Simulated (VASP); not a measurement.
# ZnSe (zincblende type) (F-43m) in VASP: density of states with LDA

Aim: the density of states of ZnSe (zincblende type) with LDA.

All numbers are computed with VASP 6.6.1; they aren't measurements. Logs are shortened: lines on timing, memory, paths and dates and some standing lists are left out, and cuts for length are marked.

**1. The cell of the first run**

Symmetry: F-43m, No. 216, cubic system. The conventional cell has a = 4.562 Å, b = 4.562 Å, c = 4.562 Å, α = 90.00°, β = 90.00°, γ = 90.00°. Within 2.6 Å of Zn (site symmetry -43m) lie 4 Se at 1.98 Å. Se (site symmetry -43m) has 4 Zn at 1.98 Å within 2.6 Å.

**2. Density of states, LDA (volume scaled by 0.55)**

The input, POSCAR:

```
ZnSe
1.0
    0.0000000000      2.2809103470      2.2809103470
    2.2809103470      0.0000000000      2.2809103470
    2.2809103470      2.2809103470      0.0000000000
Zn Se
1 1
Direct
    0.0000000000      0.0000000000      0.0000000000
    0.2500000000      0.2500000000      0.2500000000
```

The input, INCAR.step1:

```
PREC = Accurate
ENCUT = 520
EDIFF = 1E-7
ISMEAR = -1
SIGMA = 0.08
LREAL = False
LASPH = True
NELM = 80
ALGO = Normal
ISIF = 2
LWAVE = False
LCHARG = True
NBANDS = 16
```

The input, KPOINTS.step1:

```
Automatic mesh
0
Gamma
  11 11 11
```

The input, INCAR.step2:

```
PREC = Accurate
ENCUT = 520
EDIFF = 1E-7
ISMEAR = -5
SIGMA = 0.08
LREAL = False
LASPH = True
NELM = 80
ALGO = Normal
ISIF = 2
LWAVE = False
LCHARG = False
LORBIT = 10
NEDOS = 1001
ICHARG = 11
```

The input, KPOINTS.step2:

```
Automatic mesh
0
Gamma
  17 17 17
```

Potentials or basis: VASP PAW LDA potentials, release 64 (Zn, Se).

The run is started by

```sh
> cat potpaw_LDA.64/Zn/POTCAR potpaw_LDA.64/Se/POTCAR > POTCAR
> cp INCAR.step1 INCAR
> cp KPOINTS.step1 KPOINTS
> mpirun -np 1 vasp_std > vasp.out
> cp INCAR.step2 INCAR
> cp KPOINTS.step2 KPOINTS
> mpirun -np 1 vasp_std > vasp.out
```

OUTCAR:

```text
PREC = Accurate
   ENCUT = 520
   EDIFF = 1E-7
   ISMEAR = -5
   LREAL = False
   LASPH = True
   NELM = 80
   ISIF = 2
   LORBIT = 10
   ICHARG = 11

 ion  position               nearest neighbor table
   1  0.000  0.000  0.000-   2 1.98   2 1.98   2 1.98   2 1.98
   2  0.250  0.250  0.250-   1 1.98   1 1.98   1 1.98   1 1.98

  LATTYP: Found a face centered cubic cell.
 ALAT       =     4.5618206940

  Lattice vectors:

 A1 = (   0.0000000000,   2.2809103470,   2.2809103470)
 A2 = (   2.2809103470,   0.0000000000,   2.2809103470)
 A3 = (   2.2809103470,   2.2809103470,   0.0000000000)

Analysis of symmetry for initial positions (statically):
=====================================================================
 Subroutine PRICEL returns:
 Original cell was already a primitive cell.

 Routine SETGRP: Setting up the symmetry group for a
 face centered cubic supercell.

 Subroutine GETGRP returns: Found 24 space group operations
 (whereof 24 operations were pure point group operations)
 out of a pool of 48 trial point group operations.

The static configuration has the point symmetry T_d .

Analysis of symmetry for dynamics (positions and initial velocities):
=====================================================================
 Subroutine PRICEL returns:
 Original cell was already a primitive cell.

 Routine SETGRP: Setting up the symmetry group for a
 face centered cubic supercell.

 Subroutine GETGRP returns: Found 24 space group operations
 (whereof 24 operations were pure point group operations)
 out of a pool of 48 trial point group operations.

The dynamic configuration has the point symmetry T_d .

 Subroutine INISYM returns: Found 24 space group operations
 (whereof 24 operations are pure point group operations),
 and found     1 'primitive' translations

----------------------------------------------------------------------------------------

                                     Primitive cell

  volume of cell :      23.7331

  direct lattice vectors                    reciprocal lattice vectors
     0.000000000  2.280910347  2.280910347    -0.219210720  0.219210720  0.219210720
     2.280910347  0.000000000  2.280910347     0.219210720 -0.219210720  0.219210720
     2.280910347  2.280910347  0.000000000     0.219210720  0.219210720 -0.219210720

  length of vectors
     3.225694347  3.225694347  3.225694347     0.379684105  0.379684105  0.379684105

[... 98 lines left out ...]
   EFERMI_NEDOS =   21; number of points for ismear=-14 and -15
   IALGO  =     38    algorithm
   IMIX   =      4    mixing-type and parameters
     AMIX     =   0.40;   BMIX     =  1.00
     AMIX_MAG =   1.60;   BMIX_MAG =  1.00
  volume/ion in A,a.u.               =      11.87        80.08
  Fermi-wavevector in a.u.,A,eV,Ry     =   1.492958  2.821281 30.326327  2.228922
  Thomas-Fermi vector in A             =   2.605419
   LORBIT       =     10    0 simple, 1 ext, 2 COOP (PROOUT), +10 PAW based schemes
   GGA     = CA    functional components
   LHFCALC =     F    Hartree Fock is set to
   AEXX    =    0.0000 exact exchange contribution
   IVDW    =     0    specifies the selected vdW correction
   LEPSILON=     F    determine dielectric tensor
   LRPA    =     F    only Hartree local field effects (RPA)
 non-spin polarized calculation
 Fermi weights with tetrahedron method with Bloechl corrections
  energy-cutoff  :      520.00
  volume of cell :       23.73
 maximum number of plane-waves:       650

 number of electron      18.0000016 magnetization

 Free energy of the ion-electron system (eV)
  ---------------------------------------------------
  ext. energy  EPLUGINS =         0.00000000
  ---------------------------------------------------
  free energy    TOTEN  =        -1.42069692 eV

  energy without entropy =       -1.42069692  energy(sigma->0) =       -1.42069692

 E-fermi :  10.0911     XC(G=0): -12.9227

 val. band max:       10.0600171387   @ k =   0.0000   0.0000   0.0000
 cond. band min:      10.7309584205   @ k =   0.4706   0.4706   0.0000
 fundamental gap:      0.6709412819
 Fermi energy:        10.0911281664

 k-point     1 :       0.0000    0.0000    0.0000
  band No.  band energies     occupation
      1     -10.0409      2.00000
      2      -1.5925      2.00000
      3      -1.5925      2.00000
      4      -1.5925      2.00000
      5      -0.4183      2.00000
      6      -0.4183      2.00000
      7      10.0600      2.00000
      8      10.0600      2.00000
      9      10.0600      2.00000
     10      14.1650      0.00000
     11      14.7402      0.00000
     12      14.7402      0.00000
     13      14.7402      0.00000
[... 354 lines left out ...]
  band No.  band energies     occupation
      1      -9.6680      2.00000
      2      -1.6751      2.00000
      3      -1.5254      2.00000
      4      -1.5148      2.00000
      5      -0.4541      2.00000
      6      -0.4126      2.00000
      7       7.4243      2.00000
      8       8.6743      2.00000
      9       9.7315      2.00000
     10      14.5173      0.00000
     11      15.2277      0.00000
     12      15.5740      0.00000
     13      16.7756      0.00000

 [... further k-points ...]

------------------------ aborting loop because EDIFF is reached ----------------------------------------

  FORCE on cell =-STRESS in cart. coord.  units (eV):
  Direction    XX          YY          ZZ          XY          YZ          ZX
  --------------------------------------------------------------------------------------
  -------------------------------------------------------------------------------------
  Total       25.1091005     25.1091005     25.1091005     -0.0000000      0.0000000     -0.0000000
  in kB     1695.0678860   1695.0678860   1695.0678860     -0.0000000      0.0000000     -0.0000000
  external PRESSURE =    1695.0678860 kB  Pullay stress =       0.0000000 kB

 VOLUME and BASIS-vectors are now :
 -----------------------------------------------------------------------------
  energy-cutoff  :      520.00
  volume of cell :       23.73
      direct lattice vectors                 reciprocal lattice vectors
     0.000000000  2.280910347  2.280910347    -0.219210720  0.219210720  0.219210720
     2.280910347  0.000000000  2.280910347     0.219210720 -0.219210720  0.219210720
     2.280910347  2.280910347  0.000000000     0.219210720  0.219210720 -0.219210720

 POSITION                                       TOTAL-FORCE (eV/Angst)
 -----------------------------------------------------------------------------------
      0.00000      0.00000      0.00000        -0.000000     -0.000000     -0.000000
      1.14046      1.14046      1.14046         0.000000      0.000000      0.000000
 -----------------------------------------------------------------------------------
    total drift:                                0.000005      0.000005      0.000004

  FREE ENERGIE OF THE ION-ELECTRON SYSTEM (eV)
  ---------------------------------------------------
  free  energy   TOTEN  =        -1.4206969189 eV

  energy  without entropy=       -1.4206969189  energy(sigma->0) =       -1.42069692

 total charge

# of ion       s       p       d       tot
------------------------------------------
    1        0.828   1.330  10.001  12.158
    2        1.465   2.972   0.190   4.626
--------------------------------------------------
tot          2.292   4.302  10.191  16.785
```

It took 25 s on 1 thread of AMD EPYC 9R45 (Zen 5), shared host; peak memory 0.14 GiB.

What came out:

| Item | Value |
| --- | --- |
| Valence electrons inside the program's atomic spheres | Zn 12.16; Se 4.63 |
